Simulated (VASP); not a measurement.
# Ba (Cmmm) in VASP: single point with r2SCAN

Aim: the single point of Ba with r2SCAN.

All numbers are computed with VASP 6.6.1; they aren't measurements. Logs are shortened: lines on timing, memory, paths and dates and some standing lists are left out, and cuts for length are marked.

### Step 1. The cell of the first run

Symmetry: Cmmm, No. 65, orthorhombic system. Conventional cell: a = 3.910 Å, b = 7.300 Å, c = 5.700 Å, α = 90.00°, β = 90.00°, γ = 90.00°. Within 5.1 Å of Ba (site symmetry mmm) lie 6 Ba at 3.91 to 4.14 Å.

### Step 2. Single point, r2SCAN

POSCAR reads:

```
Ba
1.0
    1.9550000000     -3.6500000000      0.0000000000
    1.9550000000      3.6500000000      0.0000000000
    0.0000000000      0.0000000000      5.7000000000
Ba
1
Direct
    0.0000000000      0.0000000000      0.0000000000
```

INCAR.step1 reads:

```
PREC = Accurate ; ENCUT = 520
ISMEAR = 0 ; SIGMA = 0.15
LREAL = False ; LASPH = True
NELM = 80 ; NBANDS = 11
GGA = PE ; ALGO = Normal
EDIFF = 1E-4 ; LWAVE = True
LCHARG = False
```

INCAR.step2 reads:

```
PREC = Accurate ; ENCUT = 520
EDIFF = 1E-6 ; ISMEAR = 0
SIGMA = 0.15 ; LREAL = False
LASPH = True ; NELM = 80
ALGO = Normal ; ISIF = 2
LWAVE = False ; LCHARG = False
METAGGA = R2SCAN ; LMIXTAU = True
NBANDS = 11 ; ISTART = 1
```

KPOINTS reads:

```
Automatic mesh
0
Gamma
  16 16 10
```

Potentials or basis: VASP PAW PBE potentials, release 64 (Ba_sv).

Started as:

```console
> cat potpaw_PBE.64/Ba_sv/POTCAR > POTCAR
> cp INCAR.step1 INCAR
> mpirun -np 1 vasp_std > vasp.out
> cp INCAR.step2 INCAR
> mpirun -np 1 vasp_std > vasp.out
```

OUTCAR:

```text
PREC = Accurate
   ENCUT = 520
   EDIFF = 1E-6
   ISMEAR = 0
   LREAL = False
   LASPH = True
   NELM = 80
   ISIF = 2
   METAGGA = R2SCAN
   ISTART = 1

 ion  position               nearest neighbor table
   1  0.000  0.000  0.000-

  LATTYP: Found a base centered orthorhombic cell.
 ALAT       =     3.9100000000
 B/A-ratio  =     1.8670076726
 C/A-ratio  =     1.4578005115

  Lattice vectors:

 A1 = (   1.9550000000,  -3.6500000000,   0.0000000000)
 A2 = (   1.9550000000,   3.6500000000,   0.0000000000)
 A3 = (   0.0000000000,   0.0000000000,   5.7000000000)

Analysis of symmetry for initial positions (statically):
=====================================================================
 Subroutine PRICEL returns:
 Original cell was already a primitive cell.

 Routine SETGRP: Setting up the symmetry group for a
 base centered orthorhombic supercell.

 Subroutine GETGRP returns: Found  8 space group operations
 (whereof  8 operations were pure point group operations)
 out of a pool of  8 trial point group operations.

The static configuration has the point symmetry D_2h.

Analysis of symmetry for dynamics (positions and initial velocities):
=====================================================================
 Subroutine PRICEL returns:
 Original cell was already a primitive cell.

 Routine SETGRP: Setting up the symmetry group for a
 base centered orthorhombic supercell.

 Subroutine GETGRP returns: Found  8 space group operations
 (whereof  8 operations were pure point group operations)
 out of a pool of  8 trial point group operations.

The dynamic configuration has the point symmetry D_2h.

 Subroutine INISYM returns: Found  8 space group operations
 (whereof  8 operations are pure point group operations),
 and found     1 'primitive' translations

----------------------------------------------------------------------------------------

                                     Primitive cell

  volume of cell :      81.3476

  direct lattice vectors                    reciprocal lattice vectors
     1.955000000 -3.650000000  0.000000000     0.255754476 -0.136986301  0.000000000
     1.955000000  3.650000000  0.000000000     0.255754476  0.136986301  0.000000000
     0.000000000  0.000000000  5.700000000     0.000000000  0.000000000  0.175438596

  length of vectors
     4.140594764  4.140594764  5.700000000     0.290130313  0.290130313  0.175438596

  position of ions in fractional coordinates (direct lattice)
     0.000000000  0.000000000  0.000000000

  ion indices of the primitive-cell ions
   primitive index   ion index
                 1           1

----------------------------------------------------------------------------------------

 KPOINTS: Automatic mesh

Automatic generation of k-mesh.
 Grid dimensions read from file:
 generate k-points for:   16   16   10

 Generating k-lattice:

  Cartesian coordinates                     Fractional coordinates (reciprocal lattice)
     0.015984655 -0.008561644  0.000000000     0.062500000  0.000000000  0.000000000
     0.015984655  0.008561644  0.000000000     0.000000000  0.062500000  0.000000000
     0.000000000  0.000000000  0.017543860     0.000000000  0.000000000  0.100000000

  Length of vectors
     0.018133145  0.018133145  0.017543860

  Shift w.r.t. Gamma in fractional coordinates (k-lattice)
     0.000000000  0.000000000  0.000000000

 Subroutine IBZKPT returns following result:
 ===========================================

 Found    438 irreducible k-points:

 Following reciprocal coordinates:
            Coordinates               Weight
  0.000000  0.000000  0.000000      1.000000
  0.062500  0.000000  0.000000      4.000000
  0.125000  0.000000  0.000000      4.000000
  0.187500  0.000000  0.000000      4.000000
  0.250000  0.000000  0.000000      4.000000
  0.312500  0.000000  0.000000      4.000000
[... 16 lines left out ...]
 -0.125000  0.062500  0.000000      4.000000
 -0.062500  0.062500  0.000000      2.000000
 [... further k-points ...]
   k-points           NKPTS =    438   k-points in BZ     NKDIM =    438   number of bands    NBANDS=     11
   number of dos      NEDOS =    301   number of ions     NIONS =      1
   total plane-waves  NPLWV =  43008
   dimension x,y,z NGX =    32 NGY =   32 NGZ =   42
   dimension x,y,z NGXF=    64 NGYF=   64 NGZF=   84
   ions per type =               1
   NGX,Y,Z   is equivalent  to a cutoff of  12.85, 12.85, 12.25 a.u.
   NGXF,Y,Z  is equivalent  to a cutoff of  25.70, 25.70, 24.50 a.u.
 SYSTEM =  unknown system
   PREC   = accura    normal or accurate (medium, high low for compatibility)
   ISTART =      1    job   : 0-new  1-cont  2-samecut
   ICHARG =      0    charge: 1-file 2-atom 10-const
   ISPIN  =      1    spin polarized calculation?
   LNONCOLLINEAR =      F non collinear calculations
   LSORBIT =      F    spin-orbit coupling
   LASPH  =      T    aspherical Exc in radial PAW
   ENCUT  =  520.0 eV  38.22 Ry    6.18 a.u.   7.70  7.70 10.60*2*pi/ulx,y,z
   NELM   =     80;   NELMIN=  2; NELMDL=  0     # of ELM steps
   EDIFF  = 0.1E-05   stopping-criterion for ELM
   LREAL  =      F    real-space projection
   EDIFFG = 0.1E-04   stopping-criterion for IOM
   NSW    =      0    number of steps for IOM
   IBRION =     -1    ionic relax: 0-MD 1-quasi-New 2-CG
   NFREE  =      0    steps in history (QN), initial steepest desc. (CG)
   ISIF   =      2    stress and relaxation
   ISYM   =      2    0-nonsym 1-usesym 2-fastsym
   POTIM  = 0.5000    time-step for ionic-motion
   TEBEG  =    0.0;   TEEND  =   0.0 temperature during run
   PSTRESS=    0.0 pullay stress
   NELECT =      10.0000    total number of electrons
   NUPDOWN=      -1.0000    fix difference up-down
   EMIN   =  10.00;   EMAX   =-10.00  energy-range for DOS
   EFERMI =   0.00;   METHOD = LEGACY
   ISMEAR =     0;   SIGMA  =   0.15  broadening in eV -4-tet -1-fermi 0-gaus
   EFERMI_NEDOS =   21; number of points for ismear=-14 and -15
   IALGO  =     38    algorithm
   IMIX   =      4    mixing-type and parameters
     AMIX     =   0.40;   BMIX     =  1.00
     AMIX_MAG =   1.60;   BMIX_MAG =  1.00
  volume/ion in A,a.u.               =      81.35       548.96
  Fermi-wavevector in a.u.,A,eV,Ry     =   0.814004  1.538245  9.015260  0.662603
  Thomas-Fermi vector in A             =   1.923832
   LORBIT       =      0    0 simple, 1 ext, 2 COOP (PROOUT), +10 PAW based schemes
   METAGGA = R2SCAN    functional components
   LHFCALC =     F    Hartree Fock is set to
   AEXX    =    0.0000 exact exchange contribution
   IVDW    =     0    specifies the selected vdW correction
   LEPSILON=     F    determine dielectric tensor
   LRPA    =     F    only Hartree local field effects (RPA)
 non-spin polarized calculation
 Gauss-broadening in eV      SIGMA  =   0.15
  energy-cutoff  :      520.00
  volume of cell :       81.35
 maximum number of plane-waves:      2215
   NGX = 15   NGY = 15   NGZ = 21

 number of electron      10.0000001 magnetization

 Free energy of the ion-electron system (eV)
  ---------------------------------------------------
  ext. energy  EPLUGINS =         0.00000000
  ---------------------------------------------------
  free energy    TOTEN  =       -25.80375843 eV

  energy without entropy =      -25.77554952  energy(sigma->0) =      -25.78965398

 E-fermi :   0.8026     XC(G=0):  -6.8331

 val. band max:        0.8024712208   @ k =   0.5000   0.1875   0.3000
 cond. band min:       0.8028911847   @ k =   0.3750   0.1875   0.3000
 fundamental gap:      0.0004199638
 Fermi energy:         0.8025743275

 k-point     1 :       0.0000    0.0000    0.0000
  band No.  band energies     occupation
      1     -29.4057      2.00000
      2     -14.2283      2.00000
      3     -13.7471      2.00000
      4     -13.6894      2.00000
      5      -1.6817      2.00000
      6       0.7971      1.04102
      7       2.4938      0.00000
      8       3.4509      0.00000
      9       4.1963      0.00000
     10       5.1737      0.00000
     11       5.4476      0.00000

 k-point     2 :       0.0625    0.0000    0.0000
  band No.  band energies     occupation
      1     -29.4016      2.00000
      2     -14.2228      2.00000
      3     -13.7614      2.00000
      4     -13.7230      2.00000
      5      -1.5917      2.00000
      6       0.8641      0.56198
      7       2.5381      0.00000
      8       3.3201      0.00000
      9       3.9112      0.00000
     10       5.1812      0.00000
     11       5.7055      0.00000

 k-point     3 :       0.1250    0.0000    0.0000
  band No.  band energies     occupation
      1     -29.3898      2.00000
      2     -14.2073      2.00000
      3     -13.8516      2.00000
      4     -13.7669      2.00000
      5      -1.3364      2.00000
      6       1.0555      0.01709
      7       2.5103      0.00000
      8       3.2190      0.00000
      9       3.4053      0.00000
     10       5.0826      0.00000
     11       6.2518      0.00000

 k-point     4 :       0.1875    0.0000    0.0000
  band No.  band energies     occupation
      1     -29.3721      2.00000
      2     -14.1839      2.00000
      3     -14.0110      2.00000
      4     -13.8024      2.00000
      5      -0.9579      2.00000
      6       1.3092      0.00000
      7       2.2676      0.00000
      8       2.9029      0.00000
      9       3.5359      0.00000
     10       4.9286      0.00000
     11       6.8016      0.00000

 k-point     5 :       0.2500    0.0000    0.0000
  band No.  band energies     occupation
      1     -29.3510      2.00000
      2     -14.1936      2.00000
      3     -14.1560      2.00000
      4     -13.8416      2.00000
      5      -0.5252      2.00000
      6       1.3876      0.00000
      7       2.3065      0.00000
      8       2.4579      0.00000
      9       4.1072      0.00000
     10       4.7613      0.00000
     11       7.2208      0.00000
[... 211 lines left out ...]
 k-point    21 :      -0.2500    0.0625    0.0000
  band No.  band energies     occupation
      1     -29.3633      2.00000
      2     -14.1713      2.00000
      3     -14.0797      2.00000
      4     -13.8407      2.00000
      5      -0.7078      2.00000
      6       1.4366      0.00000
      7       2.0838      0.00000
      8       2.6723      0.00000
      9       4.0097      0.00000
     10       4.7299      0.00000
     11       7.1718      0.00000

 k-point    22 :      -0.1875    0.0625    0.0000
  band No.  band energies     occupation
      1     -29.3822      2.00000
      2     -14.1964      2.00000
      3     -13.9284      2.00000
      4     -13.7858      2.00000
      5      -1.1211      2.00000
      6       1.2138      0.00011
      7       2.1803      0.00000
      8       3.0992      0.00000
      9       3.6459      0.00000
     10       4.9742      0.00000
     11       6.6244      0.00000

 k-point    23 :      -0.1250    0.0625    0.0000
  band No.  band energies     occupation
      1     -29.3960      2.00000
      2     -14.2150      2.00000
      3     -13.8284      2.00000
      4     -13.7274      2.00000
      5      -1.4362      2.00000
      6       0.9753      0.10340
      7       2.3287      0.00000
      8       3.5385      0.00000
      9       3.5396      0.00000
     10       5.2148      0.00000
     11       6.0143      0.00000

 k-point    24 :      -0.0625    0.0625    0.0000
  band No.  band energies     occupation
      1     -29.4028      2.00000
      2     -14.2242      2.00000
      3     -13.7791      2.00000
      4     -13.6948      2.00000
      5      -1.6012      2.00000
      6       0.8536      0.63059
      7       2.4054      0.00000
      8       3.5266      0.00000
      9       3.8939      0.00000
     10       5.4205      0.00000
     11       5.4883      0.00000

 [... further k-points ...]
[... 5 lines left out ...]
  --------------------------------------------------------------------------------------
  -------------------------------------------------------------------------------------
  Total        1.4020347      0.7753154     -1.1857458     -0.0000000      0.0000000      0.0000000
  in kB       27.6137164     15.2701925    -23.3538070     -0.0000000      0.0000000      0.0000000
  external PRESSURE =       6.5100340 kB  Pullay stress =       0.0000000 kB

 VOLUME and BASIS-vectors are now :
 -----------------------------------------------------------------------------
  energy-cutoff  :      520.00
  volume of cell :       81.35
      direct lattice vectors                 reciprocal lattice vectors
     1.955000000 -3.650000000  0.000000000     0.255754476 -0.136986301  0.000000000
     1.955000000  3.650000000  0.000000000     0.255754476  0.136986301  0.000000000
     0.000000000  0.000000000  5.700000000     0.000000000  0.000000000  0.175438596

 POSITION                                       TOTAL-FORCE (eV/Angst)
 -----------------------------------------------------------------------------------
      0.00000      0.00000      0.00000         0.000000      0.000000      0.000000
 -----------------------------------------------------------------------------------
    total drift:                               -0.000000      0.000000      0.000000

  FREE ENERGIE OF THE ION-ELECTRON SYSTEM (eV)
  ---------------------------------------------------
  free  energy   TOTEN  =       -25.8037584270 eV

  energy  without entropy=      -25.7755495239  energy(sigma->0) =      -25.78965398
```

Run time: 22 min. Hardware: 1 thread of Oxide Virtual Turin-like, shared host; peak memory 0.48 GiB.

What came out:

```yaml
Free_energy: -25.8038 eV
Pressure: 0.7 GPa
Band_gap_on_the_k_mesh: zero (bands 5 and 6 overlap by 1.04 eV)
```

Levels at points of the mesh, in eV from the Fermi level:
```tsv
k point	band 1	band 2	band 3	band 4	band 5	band 6	band 7	band 8	band 9	band 10
(0.00, 0.00, 0.00)	-30.21	-15.03	-14.55	-14.49	-2.48	-0.01	1.69	2.65	3.39	4.37
(0.50, 0.00, 0.00)	-30.10	-15.44	-14.88	-14.74	-0.80	0.80	1.72	1.78	3.59	5.80
(0.50, 0.50, 0.00)	-30.13	-15.32	-14.92	-14.63	-0.68	0.79	1.36	1.39	4.03	5.81
(0.00, 0.00, 0.50)	-30.21	-15.05	-14.55	-14.49	-1.79	-0.33	1.72	2.48	2.68	4.17
(0.50, 0.00, 0.50)	-30.10	-15.44	-14.90	-14.74	-0.64	-0.13	3.16	3.23	3.25	3.70
(0.50, 0.50, 0.50)	-30.13	-15.31	-14.94	-14.63	-0.51	-0.23	2.70	2.83	3.49	3.77
```

Caveat: the stress differs along the axes, from -2 to 3 GPa; the PAW data sets were made with another functional, which shifts forces and pressure a little; spin-orbit coupling is left out, which moves the levels of the heavy elements.
